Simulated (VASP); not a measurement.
# Co (P6_3/mmc) in VASP: further runs

The runs below take Co through single point, with PBE.

Everything below comes from runs of VASP 6.6.1. Logs are shortened: lines on timing, memory, paths and dates and some standing lists are left out, and cuts for length are marked.

## Step 1: The cell of the first run

The structure is hexagonal, space group P6_3/mmc (No. 194). The conventional cell has a = 2.265 Å, b = 2.265 Å, c = 3.664 Å, α = 90.00°, β = 90.00°, γ = 120.00°. Within 3.0 Å of Co (site symmetry -6m2) lie 12 Co at 2.25 to 2.27 Å.

## Step 2: Single point, PBE, collinear spin, ferromagnetic start

The input, INCAR:

```
SYSTEM = Co
  PREC = Accurate
  ENCUT = 520
  EDIFF = 1E-7
  ISMEAR = 0
  SIGMA = 0.15
  LREAL = .False.
  LASPH = .True.
  NELM = 150
  ALGO = Normal
  ISIF = 2
  LWAVE = .False.
  LCHARG = .True.
  ISPIN = 2
  MAGMOM = 0.55 0.55
  LORBIT = 11
  NUPDOWN = 1.1
  LMAXMIX = 4
  GGA = PE
  LELF = .True.
  LVHAR = .True.
  NBANDS = 20
```

The input, KPOINTS:

```
regular mesh
0
Gamma
  24 24 12
  0 0 0
```

The input, POSCAR:

```
Co
1.0
    2.2653151917      0.0000000000      0.0000000000
   -1.1326575959      1.9618205036      0.0000000000
    0.0000000000      0.0000000000      3.6636994876
Co
2
Direct
    0.6666666667      0.3333333333      0.2500000000
    0.3333333333      0.6666666667      0.7500000000
```

Potentials or basis: VASP PAW PBE potentials, release 64 (Co).

Command:

```bash
> cat potpaw_PBE.64/Co/POTCAR > POTCAR
> mpirun -np 1 vasp_std > vasp.out
```

OUTCAR:

```text
SYSTEM = Co
   PREC = Accurate
   ENCUT = 520
   EDIFF = 1E-7
   ISMEAR = 0
   LREAL = .False.
   LASPH = .True.
   NELM = 150
   ISIF = 2
   ISPIN = 2
   LORBIT = 11
   NUPDOWN = 1.1
   GGA = PE

 ion  position               nearest neighbor table
   1  0.667  0.333  0.250-   2 2.25   2 2.25   2 2.25   2 2.25   2 2.25   2 2.25
   2  0.333  0.667  0.750-   1 2.25   1 2.25   1 2.25   1 2.25   1 2.25   1 2.25

  LATTYP: Found a hexagonal cell.
 ALAT       =     2.2653151917
 C/A-ratio  =     1.6173023079

  Lattice vectors:

 A1 = (   2.2653151917,   0.0000000000,   0.0000000000)
 A2 = (  -1.1326575959,   1.9618205036,   0.0000000000)
 A3 = (   0.0000000000,   0.0000000000,   3.6636994876)

Analysis of symmetry for initial positions (statically):
=====================================================================
 Subroutine PRICEL returns:
 Original cell was already a primitive cell.

 Routine SETGRP: Setting up the symmetry group for a
 hexagonal supercell.

 Subroutine GETGRP returns: Found 24 space group operations
 (whereof 12 operations were pure point group operations)
 out of a pool of 24 trial point group operations.

The static configuration has the point symmetry D_3d.
 The point group associated with its full space group is D_6h.

Analysis of symmetry for dynamics (positions and initial velocities):
=====================================================================
 Subroutine PRICEL returns:
 Original cell was already a primitive cell.

 Routine SETGRP: Setting up the symmetry group for a
 hexagonal supercell.

 Subroutine GETGRP returns: Found 24 space group operations
 (whereof 12 operations were pure point group operations)
 out of a pool of 24 trial point group operations.

The dynamic configuration has the point symmetry D_3d.
 The point group associated with its full space group is D_6h.

Analysis of structural, dynamic, and magnetic symmetry:
=====================================================================
 Subroutine PRICEL returns:
 Original cell was already a primitive cell.

 Routine SETGRP: Setting up the symmetry group for a
 hexagonal supercell.

 Subroutine GETGRP returns: Found 24 space group operations
 (whereof 12 operations were pure point group operations)
 out of a pool of 24 trial point group operations.

The overall configuration has the point symmetry D_3d.
 The point group associated with its full space group is D_6h.

 Subroutine INISYM returns: Found 24 space group operations
 (whereof 12 operations are pure point group operations),
 and found     1 'primitive' translations

[... 112 lines left out ...]
   IMIX   =      4    mixing-type and parameters
     AMIX     =   0.40;   BMIX     =  1.00
     AMIX_MAG =   1.60;   BMIX_MAG =  1.00
  volume/ion in A,a.u.               =       8.14        54.94
  Fermi-wavevector in a.u.,A,eV,Ry     =   1.692764  3.198860 38.986814  2.865450
  Thomas-Fermi vector in A             =   2.774292
   LORBIT       =     11    0 simple, 1 ext, 2 COOP (PROOUT), +10 PAW based schemes
   GGA     = PE    functional components
   LHFCALC =     F    Hartree Fock is set to
   AEXX    =    0.0000 exact exchange contribution
   IVDW    =     0    specifies the selected vdW correction
   LEPSILON=     F    determine dielectric tensor
   LRPA    =     F    only Hartree local field effects (RPA)
 spin polarized calculation
 Gauss-broadening in eV      SIGMA  =   0.15
  energy-cutoff  :      520.00
  volume of cell :       16.28
 maximum number of plane-waves:       462
 NGX is ok and might be reduce to    18
   NGX =  9   NGY =  9   NGZ = 13

 number of electron      18.0000007 magnetization       1.1000001

 Free energy of the ion-electron system (eV)
  ---------------------------------------------------
  ext. energy  EPLUGINS =         0.00000000
  ---------------------------------------------------
  free energy    TOTEN  =       -12.57808897 eV

  energy without entropy =      -12.53247449  energy(sigma->0) =      -12.55528173

 E-fermi :  15.1989     XC(G=0): -15.2031

 val. band max:       15.1933765264   @ k =   0.0417   0.0417   0.5000
 cond. band min:      15.1352687209   @ k =   0.1250   0.1250   0.1667
 fundamental gap:     -0.0581078055
 Fermi energy:        15.1341332889

 spin component 1

 k-point     1 :       0.0000    0.0000    0.0000
  band No.  band energies     occupation
      1       4.3266      1.00000
      2       8.4452      1.00000
      3      12.1778      1.00000
      4      12.2180      1.00000
      5      12.2180      1.00000
      6      12.7375      1.00000
[... 541 lines left out ...]
     19      43.5652      0.00000
     20      45.0946      0.00000

 [... further k-points ...]

 spin component 2

 k-point     1 :       0.0000    0.0000    0.0000
  band No.  band energies     occupation
      1       4.3411      1.00000
      2       8.7703      1.00000
      3      12.7341      1.00000
      4      12.7582      1.00000
      5      12.7582      1.00000
      6      13.2993      1.00000
[... 541 lines left out ...]
     19      43.7614      0.00000
     20      45.2048      0.00000

 [... further k-points ...]
[... 5 lines left out ...]
  --------------------------------------------------------------------------------------
  -------------------------------------------------------------------------------------
  Total       10.7435712     10.7435712     10.7066012     -0.0000000     -0.0000000      0.0000000
  in kB     1057.1862320   1057.1862320   1053.5483167     -0.0000000     -0.0000000      0.0000000
  external PRESSURE =    1055.9735936 kB  Pullay stress =       0.0000000 kB

 VOLUME and BASIS-vectors are now :
 -----------------------------------------------------------------------------
  energy-cutoff  :      520.00
  volume of cell :       16.28
      direct lattice vectors                 reciprocal lattice vectors
     2.265315192  0.000000000  0.000000000     0.441439674  0.254865315  0.000000000
    -1.132657596  1.961820504  0.000000000     0.000000000  0.509730629  0.000000000
     0.000000000  0.000000000  3.663699488     0.000000000  0.000000000  0.272948151

 POSITION                                       TOTAL-FORCE (eV/Angst)
 -----------------------------------------------------------------------------------
      1.13266      0.65394      0.91592        -0.000000     -0.000000      0.000000
     -0.00000      1.30788      2.74777         0.000000      0.000000      0.000000
 -----------------------------------------------------------------------------------
    total drift:                               -0.000000      0.000000     -0.000000

  FREE ENERGIE OF THE ION-ELECTRON SYSTEM (eV)
  ---------------------------------------------------
  free  energy   TOTEN  =       -12.5780889692 eV

  energy  without entropy=      -12.5324744864  energy(sigma->0) =      -12.55528173

 total charge

# of ion       s       p       d       tot
------------------------------------------
    1        0.633   0.831   7.544   9.008
    2        0.633   0.831   7.544   9.008
--------------------------------------------------
tot          1.266   1.662  15.088  18.015

 magnetization (x)

# of ion       s       p       d       tot
------------------------------------------
    1       -0.007  -0.024   0.567   0.536
    2       -0.007  -0.024   0.567   0.536
--------------------------------------------------
tot         -0.014  -0.048   1.134   1.072
```

It took 2.6 min on 1 thread of Intel Xeon Platinum 8559C (Emerald Rapids), shared host; peak memory 0.29 GiB.

Results:

- Free energy: -12.5781 eV
- Pressure: 105.6 GPa
- Net moment: 1.10 μB per cell
- Site moments: Co +0.54 μB
- Valence electrons inside the program's atomic spheres: Co 9.01

Caveat: the total moment is fixed, so each spin has its own Fermi level.

## Step 3: Single point, PBE, collinear spin, ferromagnetic start

This run uses another cell than the first one, of 9.95 Å³/atom, 1.222 times its volume.

The input, INCAR:

```
SYSTEM = Co
PREC = Accurate ; ENCUT = 520
EDIFF = 1E-6 ; ISMEAR = 0
SIGMA = 0.15 ; LREAL = .FALSE.
LASPH = .TRUE. ; NELM = 150
ALGO = Normal ; ISIF = 2
LWAVE = .FALSE. ; LCHARG = .FALSE.
ISPIN = 2 ; MAGMOM = 0.825 0.825
LORBIT = 11 ; NUPDOWN = 1.65
LMAXMIX = 4 ; GGA = PE
NBANDS = 20
```

The input, KPOINTS:

```
Automatic mesh
0
G
  24 24 12
  0 0 0
```

The input, POSCAR:

```
Co
1.0
    2.4220163998      0.0000000000      0.0000000000
   -1.2110081999      2.0975277306      0.0000000000
    0.0000000000      0.0000000000      3.9171327130
Co
2
Direct
    0.6666666667      0.3333333333      0.2500000000
    0.3333333333      0.6666666667      0.7500000000
```

Potentials or basis: VASP PAW PBE potentials, release 64 (Co).

Command:

```bash
> cat potpaw_PBE.64/Co/POTCAR > POTCAR
> mpirun -np 1 vasp_std > vasp.out
```

OUTCAR:

```text
SYSTEM = Co
   PREC = Accurate
   ENCUT = 520
   EDIFF = 1E-6
   ISMEAR = 0
   LREAL = .FALSE.
   LASPH = .TRUE.
   NELM = 150
   ISIF = 2
   ISPIN = 2
   LORBIT = 11
   NUPDOWN = 1.65
   GGA = PE

 ion  position               nearest neighbor table
   1  0.667  0.333  0.250-   2 2.41   2 2.41   2 2.41   2 2.41   2 2.41   2 2.41
   2  0.333  0.667  0.750-   1 2.41   1 2.41   1 2.41   1 2.41   1 2.41   1 2.41

  LATTYP: Found a hexagonal cell.
 ALAT       =     2.4220163998
 C/A-ratio  =     1.6173023078

  Lattice vectors:

 A1 = (   2.4220163998,   0.0000000000,   0.0000000000)
 A2 = (  -1.2110081999,   2.0975277306,   0.0000000000)
 A3 = (   0.0000000000,   0.0000000000,   3.9171327130)

Analysis of symmetry for initial positions (statically):
=====================================================================
 Subroutine PRICEL returns:
 Original cell was already a primitive cell.

 Routine SETGRP: Setting up the symmetry group for a
 hexagonal supercell.

 Subroutine GETGRP returns: Found 24 space group operations
 (whereof 12 operations were pure point group operations)
 out of a pool of 24 trial point group operations.

The static configuration has the point symmetry D_3d.
 The point group associated with its full space group is D_6h.

Analysis of symmetry for dynamics (positions and initial velocities):
=====================================================================
 Subroutine PRICEL returns:
 Original cell was already a primitive cell.

 Routine SETGRP: Setting up the symmetry group for a
 hexagonal supercell.

 Subroutine GETGRP returns: Found 24 space group operations
 (whereof 12 operations were pure point group operations)
 out of a pool of 24 trial point group operations.

The dynamic configuration has the point symmetry D_3d.
 The point group associated with its full space group is D_6h.

Analysis of structural, dynamic, and magnetic symmetry:
=====================================================================
 Subroutine PRICEL returns:
 Original cell was already a primitive cell.

 Routine SETGRP: Setting up the symmetry group for a
 hexagonal supercell.

 Subroutine GETGRP returns: Found 24 space group operations
 (whereof 12 operations were pure point group operations)
 out of a pool of 24 trial point group operations.

The overall configuration has the point symmetry D_3d.
 The point group associated with its full space group is D_6h.

 Subroutine INISYM returns: Found 24 space group operations
 (whereof 12 operations are pure point group operations),
 and found     1 'primitive' translations

----------------------------------------------------------------------------------------

                                     Primitive cell

  volume of cell :      19.9000

  direct lattice vectors                    reciprocal lattice vectors
     2.422016400  0.000000000  0.000000000     0.412879120  0.238375871  0.000000000
    -1.211008200  2.097527731  0.000000000     0.000000000  0.476751742  0.000000000
     0.000000000  0.000000000  3.917132713     0.000000000  0.000000000  0.255288772

  length of vectors
     2.422016400  2.422016400  3.917132713     0.476751742  0.476751742  0.255288772

  position of ions in fractional coordinates (direct lattice)
     0.666666667  0.333333333  0.250000000
     0.333333333  0.666666667  0.750000000

  ion indices of the primitive-cell ions
   primitive index   ion index
                 1           1
                 2           2

[... 67 lines left out ...]
   LSORBIT =      F    spin-orbit coupling
   LASPH  =      T    aspherical Exc in radial PAW
   ENCUT  =  520.0 eV  38.22 Ry    6.18 a.u.   4.50  4.50  7.28*2*pi/ulx,y,z
   NELM   =    150;   NELMIN=  2; NELMDL= -5     # of ELM steps
   EDIFF  = 0.1E-05   stopping-criterion for ELM
   LREAL  =      F    real-space projection
   EDIFFG = 0.1E-04   stopping-criterion for IOM
   NSW    =      0    number of steps for IOM
   IBRION =     -1    ionic relax: 0-MD 1-quasi-New 2-CG
   NFREE  =      0    steps in history (QN), initial steepest desc. (CG)
   ISIF   =      2    stress and relaxation
   ISYM   =      2    0-nonsym 1-usesym 2-fastsym
   POTIM  = 0.5000    time-step for ionic-motion
   TEBEG  =    0.0;   TEEND  =   0.0 temperature during run
   PSTRESS=    0.0 pullay stress
   NELECT =      18.0000    total number of electrons
   NUPDOWN=       1.6500    fix difference up-down
   EMIN   =  10.00;   EMAX   =-10.00  energy-range for DOS
   EFERMI =   0.00;   METHOD = LEGACY
   ISMEAR =     0;   SIGMA  =   0.15  broadening in eV -4-tet -1-fermi 0-gaus
   EFERMI_NEDOS =   21; number of points for ismear=-14 and -15
   IALGO  =     38    algorithm
   IMIX   =      4    mixing-type and parameters
     AMIX     =   0.40;   BMIX     =  1.00
     AMIX_MAG =   1.60;   BMIX_MAG =  1.00
  volume/ion in A,a.u.               =       9.95        67.15
  Fermi-wavevector in a.u.,A,eV,Ry     =   1.583244  2.991898 34.105220  2.506663
  Thomas-Fermi vector in A             =   2.683045
   LORBIT       =     11    0 simple, 1 ext, 2 COOP (PROOUT), +10 PAW based schemes
   GGA     = PE    functional components
   LHFCALC =     F    Hartree Fock is set to
   AEXX    =    0.0000 exact exchange contribution
   IVDW    =     0    specifies the selected vdW correction
   LEPSILON=     F    determine dielectric tensor
   LRPA    =     F    only Hartree local field effects (RPA)
 spin polarized calculation
 Gauss-broadening in eV      SIGMA  =   0.15
  energy-cutoff  :      520.00
  volume of cell :       19.90
 maximum number of plane-waves:       555
 NGX is ok and might be reduce to    18
   NGX =  9   NGY =  9   NGZ = 15

 number of electron      17.9999998 magnetization       1.6500000

 Free energy of the ion-electron system (eV)
  ---------------------------------------------------
  ext. energy  EPLUGINS =         0.00000000
  ---------------------------------------------------
  free energy    TOTEN  =       -13.78095716 eV

  energy without entropy =      -13.72472177  energy(sigma->0) =      -13.75283947

 E-fermi :  11.6034     XC(G=0): -13.9333

 val. band max:       11.6033329428   @ k =   0.0417   0.0417   0.4167
 cond. band min:      11.3265937617   @ k =   0.3750   0.2500   0.3333
 fundamental gap:     -0.2767391811
 Fermi energy:        11.3253544623

 spin component 1

 k-point     1 :       0.0000    0.0000    0.0000
  band No.  band energies     occupation
      1       2.1215      1.00000
      2       6.1661      1.00000
      3       9.0939      1.00000
      4       9.1257      1.00000
      5       9.1257      1.00000
      6       9.4960      1.00000
[... 541 lines left out ...]
     19      35.8035      0.00000
     20      37.6847      0.00000

 [... further k-points ...]

 spin component 2

 k-point     1 :       0.0000    0.0000    0.0000
  band No.  band energies     occupation
      1       2.0973      1.00000
      2       6.6425      1.00000
      3       9.9329      1.00000
      4       9.9563      1.00000
      5       9.9563      1.00000
      6      10.3562      1.00000
[... 541 lines left out ...]
     19      36.0203      0.00000
     20      37.8186      0.00000

 [... further k-points ...]

------------------------ aborting loop because EDIFF is reached ----------------------------------------

  FORCE on cell =-STRESS in cart. coord.  units (eV):
  Direction    XX          YY          ZZ          XY          YZ          ZX
  --------------------------------------------------------------------------------------
  -------------------------------------------------------------------------------------
  Total        1.6569464      1.6569464      1.5106870      0.0000000      0.0000000      0.0000000
  in kB      133.4031122    133.4031122    121.6275607      0.0000000      0.0000000      0.0000000
  external PRESSURE =     129.4779284 kB  Pullay stress =       0.0000000 kB

 VOLUME and BASIS-vectors are now :
 -----------------------------------------------------------------------------
  energy-cutoff  :      520.00
  volume of cell :       19.90
      direct lattice vectors                 reciprocal lattice vectors
     2.422016400  0.000000000  0.000000000     0.412879120  0.238375871  0.000000000
    -1.211008200  2.097527731  0.000000000     0.000000000  0.476751742  0.000000000
     0.000000000  0.000000000  3.917132713     0.000000000  0.000000000  0.255288772

 POSITION                                       TOTAL-FORCE (eV/Angst)
 -----------------------------------------------------------------------------------
      1.21101      0.69918      0.97928         0.000000      0.000000      0.000000
     -0.00000      1.39835      2.93785         0.000000     -0.000000      0.000000
 -----------------------------------------------------------------------------------
    total drift:                                0.000000      0.000000     -0.000000

  FREE ENERGIE OF THE ION-ELECTRON SYSTEM (eV)
  ---------------------------------------------------
  free  energy   TOTEN  =       -13.7809571599 eV

  energy  without entropy=      -13.7247217740  energy(sigma->0) =      -13.75283947

 total charge

# of ion       s       p       d       tot
------------------------------------------
    1        0.522   0.597   7.336   8.455
    2        0.522   0.597   7.336   8.455
--------------------------------------------------
tot          1.043   1.193  14.673  16.909

 magnetization (x)

# of ion       s       p       d       tot
------------------------------------------
    1       -0.011  -0.037   0.878   0.830
    2       -0.011  -0.037   0.878   0.830
--------------------------------------------------
tot         -0.022  -0.075   1.756   1.659
```

stdout:

```text
POSCAR found type information on POSCAR Co
 POSCAR found :  1 types and       2 ions
 scaLAPACK will be used
 LDA part: xc-table for (Slater+PW92), standard interpolation
 POSCAR, INCAR and KPOINTS ok, starting setup
 FFT: planning ... GRIDC
 FFT: planning ... GRID_SOFT
 FFT: planning ... GRID
 WAVECAR not read
 entering main loop
```

It took 4 min on 1 thread of Intel Xeon 6975P-C, shared host; peak memory 0.33 GiB.

What came out:

```yaml
Free_energy: -13.7810 eV
Pressure: 12.9 GPa
Net_moment: 1.65 μB per cell
Site_moments: Co +0.83 μB
Valence_electrons_inside_the_program's_atomic_spheres: Co 8.46
```

Stress tensor (GPa, compression positive):
```
13.34  0.00  0.00
 0.00 13.34  0.00
 0.00  0.00 12.16
```

Caveat: the total moment is fixed, so each spin has its own Fermi level.
